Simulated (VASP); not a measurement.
Wanted: the native input for a VASP 6.6.1 run.

| Property | Result |
| --- | --- |
| Task | single point |
| Functional | PBE |
| Potentials or basis | VASP PAW PBE potentials, release 64 (Rb_sv) |
| Cutoff | 520 eV |
| k mesh | 4 × 4 × 1 |
| Occupations | gaussian, width 0.1 eV |
| Spin | no spin polarisation |
| Dipole correction | yes |
| Further INCAR settings | ALGO = Normal; EDIFF = 1e-06; NBANDS = 16 |

The structure of Rb lies in POSCAR:

```
Rb
1.0
    4.7054478881      0.0000000000      0.0000000000
    0.0000000000      4.7054478881      0.0000000000
    0.0000000000      0.0000000000     29.2616906400
Rb
2
Direct
    0.0000000000      0.5000000000      0.2221804083
    0.5000000000      0.0000000000      0.3587839730
```

These files were run (other wordings do the same):

INCAR

```
SYSTEM = Rb
ALGO = Normal
DIPOL = 0.5 0.5 0.290
EDIFF = 1E-6
ENCUT = 520
GGA = PE
IDIPOL = 3
ISIF = 2
ISMEAR = 0
LASPH = .TRUE.
LCHARG = .FALSE.
LDIPOL = .TRUE.
LREAL = .FALSE.
LWAVE = .FALSE.
NBANDS = 16
NELM = 80
PREC = Accurate
SIGMA = 0.1
```

KPOINTS

```
k-points
0
G
  4 4 1
  0 0 0
```

Potentials or basis: VASP PAW PBE potentials, release 64 (Rb_sv).

Launch:

```console
$ cat potpaw_PBE.64/Rb_sv/POTCAR > POTCAR
$ mpirun -np 1 vasp_std > vasp.out
```

Results of the run:

```
Largest force          : 0.004 eV/Å
Band gap on the k mesh : zero (bands 9 and 10 overlap by 1.74 eV)
```

Run time: 3 min on 1 thread of Oxide Virtual Turin-like Processor, on a shared host, peak memory 0.54 GiB.
